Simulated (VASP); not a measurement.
# C (Fd-3m) in VASP: a series of runs

Runs on C. Level: LDA. Tasks: single point.

Program: VASP 6.6.1. These are calculated values, not measurements. Logs are shortened: lines on timing, memory, paths and dates and some standing lists are left out, and cuts for length are marked.

## (1) The cell of the first run

The structure is cubic, space group Fd-3m (No. 227). The conventional cell has a = 3.560 Å, b = 3.560 Å, c = 3.560 Å, α = 90.00°, β = 90.00°, γ = 90.00°. Within 2.1 Å of C (site symmetry -43m) lie 4 C at 1.54 Å.

## (2) Single point, LDA (volume 5.638 Å^3 an atom, c/a of the conventional cell 1.0000)

Input file INCAR:

```
SYSTEM = C
ALGO     = Normal         ! electronic algorithm
EDIFF    = 1E-7           ! SCF threshold, eV
ENCUT    = 520            ! plane-wave cutoff, eV
GGA      = CA             ! functional
ISIF     = 2              ! what is computed and relaxed
ISMEAR   = 0              ! smearing method
LASPH    = .True.         ! aspherical terms in the spheres
LCHARG   = .False.        ! write CHGCAR
LREAL    = .False.        ! projectors in reciprocal space
LWAVE    = .False.        ! write WAVECAR
NBANDS   = 11             ! bands
NELM     = 80             ! most SCF steps
PREC     = Accurate       ! precision mode
SIGMA    = 0.05           ! smearing width, eV
```

Input file KPOINTS:

```
k-points
0
Gamma
  12 12 12
  0 0 0
```

Input file POSCAR:

```
C
1.0
    0.0000000000      1.7798156607      1.7798156607
    1.7798156607      0.0000000000      1.7798156607
    1.7798156607      1.7798156607      0.0000000000
C
2
Direct
    0.5000000000      0.5000000000      0.5000000000
    0.7500000000      0.7500000000      0.7500000000
```

Potentials or basis: VASP PAW LDA potentials, release 64 (C).

Command:

```
> cat potpaw_LDA.64/C/POTCAR > POTCAR
> mpirun -np 1 vasp_std > vasp.out
```

OUTCAR:

```text
SYSTEM = C
   EDIFF = 1E-7
   ENCUT = 520
   GGA = CA
   ISIF = 2
   ISMEAR = 0
   LASPH = .True.
   LREAL = .False.
   NELM = 80
   PREC = Accurate

 ion  position               nearest neighbor table
   1  0.500  0.500  0.500-   2 1.54   2 1.54   2 1.54   2 1.54
   2  0.750  0.750  0.750-   1 1.54   1 1.54   1 1.54   1 1.54

  LATTYP: Found a face centered cubic cell.
 ALAT       =     3.5596313214

  Lattice vectors:

 A1 = (   0.0000000000,   1.7798156607,   1.7798156607)
 A2 = (   1.7798156607,   0.0000000000,   1.7798156607)
 A3 = (   1.7798156607,   1.7798156607,   0.0000000000)

Analysis of symmetry for initial positions (statically):
=====================================================================
 Subroutine PRICEL returns:
 Original cell was already a primitive cell.

 Routine SETGRP: Setting up the symmetry group for a
 face centered cubic supercell.

 Subroutine GETGRP returns: Found 48 space group operations
 (whereof 24 operations were pure point group operations)
 out of a pool of 48 trial point group operations.

The static configuration has the point symmetry T_d .
 The point group associated with its full space group is O_h .

Analysis of symmetry for dynamics (positions and initial velocities):
=====================================================================
 Subroutine PRICEL returns:
 Original cell was already a primitive cell.

 Routine SETGRP: Setting up the symmetry group for a
 face centered cubic supercell.

 Subroutine GETGRP returns: Found 48 space group operations
 (whereof 24 operations were pure point group operations)
 out of a pool of 48 trial point group operations.

The dynamic configuration has the point symmetry T_d .
 The point group associated with its full space group is O_h .

 Subroutine INISYM returns: Found 48 space group operations
 (whereof 24 operations are pure point group operations),
 and found     1 'primitive' translations

----------------------------------------------------------------------------------------

                                     Primitive cell

  volume of cell :      11.2760

  direct lattice vectors                    reciprocal lattice vectors
     0.000000000  1.779815661  1.779815661    -0.280927970  0.280927970  0.280927970
     1.779815661  0.000000000  1.779815661     0.280927970 -0.280927970  0.280927970
     1.779815661  1.779815661  0.000000000     0.280927970  0.280927970 -0.280927970

  length of vectors
     2.517039446  2.517039446  2.517039446     0.486581517  0.486581517  0.486581517

  position of ions in fractional coordinates (direct lattice)
     0.500000000  0.500000000  0.500000000
     0.750000000  0.750000000  0.750000000

  ion indices of the primitive-cell ions
   primitive index   ion index
                 1           1
                 2           2

----------------------------------------------------------------------------------------

 KPOINTS: k-points

Automatic generation of k-mesh.
 Grid dimensions read from file:
 generate k-points for:   12   12   12

 Generating k-lattice:

  Cartesian coordinates                     Fractional coordinates (reciprocal lattice)
    -0.023410664  0.023410664  0.023410664     0.083333333  0.000000000  0.000000000
     0.023410664 -0.023410664  0.023410664     0.000000000  0.083333333  0.000000000
     0.023410664  0.023410664 -0.023410664     0.000000000  0.000000000  0.083333333

  Length of vectors
     0.040548460  0.040548460  0.040548460

  Shift w.r.t. Gamma in fractional coordinates (k-lattice)
     0.000000000  0.000000000  0.000000000

 Subroutine IBZKPT returns following result:
 ===========================================

 Found     72 irreducible k-points:

 Following reciprocal coordinates:
            Coordinates               Weight
  0.000000  0.000000  0.000000      1.000000
  0.083333  0.000000  0.000000      8.000000
  0.166667  0.000000  0.000000      8.000000
  0.250000  0.000000  0.000000      8.000000
  0.333333  0.000000  0.000000      8.000000
  0.416667  0.000000  0.000000      8.000000
[... 16 lines left out ...]
  0.500000  0.166667  0.000000     24.000000
 -0.416667  0.166667  0.000000     24.000000
 [... further k-points ...]
   k-points           NKPTS =     72   k-points in BZ     NKDIM =     72   number of bands    NBANDS=     11
   number of dos      NEDOS =    301   number of ions     NIONS =      2
   total plane-waves  NPLWV =   8000
   dimension x,y,z NGX =    20 NGY =   20 NGZ =   20
   dimension x,y,z NGXF=    40 NGYF=   40 NGZF=   40
   ions per type =               2
   NGX,Y,Z   is equivalent  to a cutoff of  13.21, 13.21, 13.21 a.u.
   NGXF,Y,Z  is equivalent  to a cutoff of  26.42, 26.42, 26.42 a.u.
 SYSTEM =  C
   PREC   = accura    normal or accurate (medium, high low for compatibility)
   ISTART =      0    job   : 0-new  1-cont  2-samecut
   ICHARG =      2    charge: 1-file 2-atom 10-const
   ISPIN  =      1    spin polarized calculation?
   LNONCOLLINEAR =      F non collinear calculations
   LSORBIT =      F    spin-orbit coupling
   LASPH  =      T    aspherical Exc in radial PAW
   ENCUT  =  520.0 eV  38.22 Ry    6.18 a.u.   4.68  4.68  4.68*2*pi/ulx,y,z
   NELM   =     80;   NELMIN=  2; NELMDL= -5     # of ELM steps
   EDIFF  = 0.1E-06   stopping-criterion for ELM
   LREAL  =      F    real-space projection
   EDIFFG = 0.1E-05   stopping-criterion for IOM
   NSW    =      0    number of steps for IOM
   IBRION =     -1    ionic relax: 0-MD 1-quasi-New 2-CG
   NFREE  =      0    steps in history (QN), initial steepest desc. (CG)
   ISIF   =      2    stress and relaxation
   ISYM   =      2    0-nonsym 1-usesym 2-fastsym
   POTIM  = 0.5000    time-step for ionic-motion
   TEBEG  =    0.0;   TEEND  =   0.0 temperature during run
   PSTRESS=    0.0 pullay stress
   NELECT =       8.0000    total number of electrons
   NUPDOWN=      -1.0000    fix difference up-down
   EMIN   =  10.00;   EMAX   =-10.00  energy-range for DOS
   EFERMI =   0.00;   METHOD = LEGACY
   ISMEAR =     0;   SIGMA  =   0.05  broadening in eV -4-tet -1-fermi 0-gaus
   EFERMI_NEDOS =   21; number of points for ismear=-14 and -15
   IALGO  =     38    algorithm
   IMIX   =      4    mixing-type and parameters
     AMIX     =   0.40;   BMIX     =  1.00
     AMIX_MAG =   1.60;   BMIX_MAG =  1.00
  volume/ion in A,a.u.               =       5.64        38.05
  Fermi-wavevector in a.u.,A,eV,Ry     =   1.460113  2.759214 29.006669  2.131930
  Thomas-Fermi vector in A             =   2.576601
   LORBIT       =      0    0 simple, 1 ext, 2 COOP (PROOUT), +10 PAW based schemes
   GGA     = CA    functional components
   LHFCALC =     F    Hartree Fock is set to
   AEXX    =    0.0000 exact exchange contribution
   IVDW    =     0    specifies the selected vdW correction
   LEPSILON=     F    determine dielectric tensor
   LRPA    =     F    only Hartree local field effects (RPA)
 non-spin polarized calculation
 Gauss-broadening in eV      SIGMA  =   0.05
  energy-cutoff  :      520.00
  volume of cell :       11.28
 maximum number of plane-waves:       313
   NGX =  9   NGY =  9   NGZ =  9

 number of electron       7.9999999 magnetization

 Free energy of the ion-electron system (eV)
  ---------------------------------------------------
  ext. energy  EPLUGINS =         0.00000000
  ---------------------------------------------------
  free energy    TOTEN  =       -20.23950064 eV

  energy without entropy =      -20.23950064  energy(sigma->0) =      -20.23950064

 E-fermi :  10.0899     XC(G=0): -13.5286

 val. band max:        9.8115898240   @ k =   0.0000   0.0000   0.0000
 cond. band min:      13.9493635699   @ k =   0.3333   0.3333   0.0000
 fundamental gap:      4.1377737459
 Fermi energy:        10.0898551304

 k-point     1 :       0.0000    0.0000    0.0000
  band No.  band energies     occupation
      1     -11.5870      2.00000
      2       9.8116      2.00000
      3       9.8116      2.00000
      4       9.8116      2.00000
      5      15.3709      0.00000
      6      15.3709      0.00000
      7      15.3709      0.00000
      8      23.5051      0.00000
      9      28.8937      0.00000
     10      36.5083      0.00000
     11      36.5083      0.00000

 k-point     2 :       0.0833    0.0000    0.0000
  band No.  band energies     occupation
      1     -11.3940      2.00000
      2       8.5937      2.00000
      3       9.4876      2.00000
      4       9.4876      2.00000
      5      15.7946      0.00000
      6      15.7946      0.00000
      7      16.0960      0.00000
      8      23.6328      0.00000
      9      29.2041      0.00000
     10      34.2237      0.00000
     11      34.2237      0.00000

 k-point     3 :       0.1667    0.0000    0.0000
  band No.  band energies     occupation
      1     -10.8174      2.00000
      2       6.0764      2.00000
      3       8.7851      2.00000
      4       8.7851      2.00000
      5      16.7124      0.00000
      6      16.7124      0.00000
      7      17.2312      0.00000
      8      23.9948      0.00000
      9      29.8533      0.00000
     10      32.6059      0.00000
     11      32.6059      0.00000

 k-point     4 :       0.2500    0.0000    0.0000
  band No.  band energies     occupation
      1      -9.8649      2.00000
      2       3.2492      2.00000
      3       8.0616      2.00000
      4       8.0616      2.00000
      5      17.5647      0.00000
      6      17.5647      0.00000
      7      18.0601      0.00000
      8      24.4983      0.00000
      9      30.2879      0.00000
     10      32.1772      0.00000
     11      32.1772      0.00000
[... 239 lines left out ...]
 k-point    22 :       0.4167    0.1667    0.0000
  band No.  band energies     occupation
      1      -7.3928      2.00000
      2       0.0739      2.00000
      3       5.5692      2.00000
      4       5.7424      2.00000
      5      16.4583      0.00000
      6      20.7545      0.00000
      7      21.0142      0.00000
      8      22.4195      0.00000
      9      30.6283      0.00000
     10      32.1808      0.00000
     11      37.1605      0.00000

 k-point    23 :       0.5000    0.1667    0.0000
  band No.  band energies     occupation
      1      -5.7779      2.00000
      2      -2.1963      2.00000
      3       4.8467      2.00000
      4       5.8316      2.00000
      5      16.8718      0.00000
      6      20.4835      0.00000
      7      21.1655      0.00000
      8      23.9847      0.00000
      9      29.7131      0.00000
     10      33.4709      0.00000
     11      36.3178      0.00000

 k-point    24 :      -0.4167    0.1667    0.0000
  band No.  band energies     occupation
      1      -5.3235      2.00000
      2      -2.7367      2.00000
      3       4.3550      2.00000
      4       6.2129      2.00000
      5      17.3102      0.00000
      6      19.9961      0.00000
      7      21.1448      0.00000
      8      25.1294      0.00000
      9      29.0386      0.00000
     10      33.9345      0.00000
     11      34.1791      0.00000

 [... further k-points ...]
[... 5 lines left out ...]
  --------------------------------------------------------------------------------------
  -------------------------------------------------------------------------------------
  Total       -0.6382755     -0.6382755     -0.6382755      0.0000000      0.0000000     -0.0000000
  in kB      -90.6909018    -90.6909018    -90.6909018      0.0000000      0.0000000     -0.0000000
  external PRESSURE =     -90.6909018 kB  Pullay stress =       0.0000000 kB

 VOLUME and BASIS-vectors are now :
 -----------------------------------------------------------------------------
  energy-cutoff  :      520.00
  volume of cell :       11.28
      direct lattice vectors                 reciprocal lattice vectors
     0.000000000  1.779815661  1.779815661    -0.280927970  0.280927970  0.280927970
     1.779815661  0.000000000  1.779815661     0.280927970 -0.280927970  0.280927970
     1.779815661  1.779815661  0.000000000     0.280927970  0.280927970 -0.280927970

 POSITION                                       TOTAL-FORCE (eV/Angst)
 -----------------------------------------------------------------------------------
      1.77982      1.77982      1.77982         0.000000      0.000000      0.000000
      2.66972      2.66972      2.66972        -0.000000     -0.000000     -0.000000
 -----------------------------------------------------------------------------------
    total drift:                                0.000000     -0.000000      0.000000

  FREE ENERGIE OF THE ION-ELECTRON SYSTEM (eV)
  ---------------------------------------------------
  free  energy   TOTEN  =       -20.2395006410 eV

  energy  without entropy=      -20.2395006410  energy(sigma->0) =      -20.23950064
```

Run time: 6.2 s. Hardware: 1 thread of AMD EPYC 7R13 (Zen 3), shared host; peak memory 0.08 GiB.

Results:

```
Free energy            : -20.2395 eV
Pressure               : -9.1 GPa
Band gap on the k mesh : 4.14 eV, indirect (least direct gap 5.56 eV)
```

[end of part 1 of 3]
